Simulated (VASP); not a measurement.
Here is a VASP 6.6.1 calculation.

INCAR

```
PREC = Accurate
ENCUT = 520
EDIFF = 1E-6
ISMEAR = -1
SIGMA = 0.02
LREAL = F
LASPH = T
NELM = 60
ALGO = Normal
ISIF = 2
LWAVE = F
LCHARG = F
GGA = PE
IBRION = 2
NSW = 80
EDIFFG = -0.02
```

The input KPOINTS:

```
regular mesh
0
Gamma
  4 4 9
```

The input POSCAR:

```
Si3N4
1.0
    7.6374000000      0.0000000000      0.0000000000
   -3.8187000000      6.6141824189      0.0000000000
    0.0000000000      0.0000000000      2.9220000000
Si N
6 8
Direct
    0.1921000000      0.7662000000      0.2500000000
    0.4259000000      0.1921000000      0.7500000000
    0.2338000000      0.4259000000      0.2500000000
    0.8079000000      0.2338000000      0.7500000000
    0.5741000000      0.8079000000      0.2500000000
    0.7662000000      0.5741000000      0.7500000000
    0.3333333333      0.6666666667      0.2500000000
    0.6666666667      0.3333333333      0.7500000000
    0.3395000000      0.0354000000      0.2500000000
    0.3041000000      0.3395000000      0.7500000000
    0.9646000000      0.3041000000      0.2500000000
    0.6605000000      0.9646000000      0.7500000000
    0.6959000000      0.6605000000      0.2500000000
    0.0354000000      0.6959000000      0.7500000000
```

Potentials or basis: VASP PAW PBE potentials, release 64 (Si, N).

The run is started by

```console
$ cat potpaw_PBE.64/Si/POTCAR potpaw_PBE.64/N/POTCAR > POTCAR
$ mpirun -np 1 vasp_std > vasp.out
```

(1) What does it give for the energy gained by relaxing?

(2) Predict the band gap on the k mesh.

Answers

(1) 196.1 meV/atom.

(2) 4.27 eV (least direct gap 4.46 eV).
